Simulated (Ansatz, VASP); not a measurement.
# Two plane-wave programs on TiO2

INCAR

```
SYSTEM = TiO2
PREC = Accurate
ENCUT = 520
EDIFF = 1E-6
ISMEAR = -1
SIGMA = 0.05
LREAL = .FALSE.
LASPH = .TRUE.
NELM = 100
ALGO = Normal
ISIF = 2
LWAVE = .FALSE.
LCHARG = .FALSE.
GGA = RE
NBANDS = 60
```

File KPOINTS:

```
Automatic mesh
0
G
  8 8 4
  0 0 0
```

Contents of POSCAR:

```
TiO2
1.0
    6.1535771931     -1.8834685000      0.0000000000
    6.1535771931      1.8834685000      0.0000000000
   -1.9283261078      0.0000000000      6.3289668713
Ti O
4 8
Direct
    0.9000710000      0.9000710000      0.2896020000
    0.1952860000      0.1952860000      0.2837620000
    0.0999290000      0.0999290000      0.7103980000
    0.8047140000      0.8047140000      0.7162380000
    0.3619310000      0.3619310000      0.2933970000
    0.2634885000      0.2634885000      0.6525000000
    0.8671885000      0.8671885000      0.9952910000
    0.7365115000      0.7365115000      0.3475000000
    0.9416475000      0.9416475000      0.6300210000
    0.1328115000      0.1328115000      0.0047090000
    0.6380690000      0.6380690000      0.7066030000
    0.0583525000      0.0583525000      0.3699790000
```

Contents of input.yaml:

```yaml
crystal:
  lattice:
    - [6.1535771931, -1.8834685, 0.0]
    - [6.1535771931, 1.8834685, 0.0]
    - [-1.9283261078, 0.0, 6.3289668713]
  atoms:
    - { symbol: Ti, position: [0.900071, 0.900071, 0.289602] }
    - { symbol: Ti, position: [0.195286, 0.195286, 0.283762] }
    - { symbol: Ti, position: [0.099929, 0.099929, 0.710398] }
    - { symbol: Ti, position: [0.804714, 0.804714, 0.716238] }
    - { symbol: O, position: [0.361931, 0.361931, 0.293397] }
    - { symbol: O, position: [0.2634885, 0.2634885, 0.6525] }
    - { symbol: O, position: [0.8671885, 0.8671885, 0.995291] }
    - { symbol: O, position: [0.7365115, 0.7365115, 0.3475] }
    - { symbol: O, position: [0.9416475, 0.9416475, 0.630021] }
    - { symbol: O, position: [0.1328115, 0.1328115, 0.004709] }
    - { symbol: O, position: [0.638069, 0.638069, 0.706603] }
    - { symbol: O, position: [0.0583525, 0.0583525, 0.369979] }
hamiltonian:
  xc: revpbe
  pseudopotentials: { kind: paw }
kpoints:
  mp_grid: { grid: [8, 8, 4] }
  band_path:
    path:
      - [[0.0, 0.0, 0.0], [0.5, 0.5, 1.0], [-0.9361180477, -0.9361180477, 2.1067149013], [0.5, 0.5, 0.5], [0.2894712774, 0.7105287226, 0.5]]
      - [[-0.2894712774, 0.2894712774, -0.5], [0.0, 0.0, -0.5], [1.9361180477, 1.9361180477, -1.1067149013]]
      - [[0.5, 0.5, 1.0], [0.3919103315, 0.6080896685, 1.0]]
      - [[-0.3919103315, 0.3919103315, 0.0], [0.0, 0.0, 0.0], [0.0, 0.5, 0.5]]
      - [[0.0, 0.5, 0.0], [0.0, 0.0, 0.0]]
    npoints: 10
scf:
  occupations: { method: fermi_dirac, width: 0.05 }
  n_extra_bands: 30
output:
  forces: true
  stress: true
  eigenvalues: true
  fatbands: false
```

Alike in both runs: functional revPBE; k mesh 8 × 8 × 4; occupations fermi-dirac, width 0.05 eV; no spin polarisation.

|  | VASP | Ansatz |
| --- | --- | --- |
| version | VASP 6.6.1 | Ansatz 0.2.0 |
| potentials or method | VASP PAW PBE potentials, release 64 (Ti_sv, O) | Ansatz PAW |
| plane-wave cutoff (eV) | 520 | 420 |
| valence electrons in the cell | 96 | 96 |
| task | single point | band structure |

```tsv
	VASP	Ansatz	Ansatz less VASP
gap on the k mesh at the Fermi level (eV)	2.75	2.77	+0.021
least direct gap on the mesh (eV)	2.92	2.94	+0.020
pressure (GPa)	2.5	1.9	-0.53
traceless stress, the component that is largest in VASP (GPa)	-0.04	-0.07	-0.033
rms of the force components (eV/Å)	0.042	0.056	+0.0142
```

VASP's potentials were made for PBE, not for revPBE. Atom by atom the forces differ by 0.018 eV/Å (rms over components). The functional is the same, so the differences come from potentials, cutoffs and numerics.
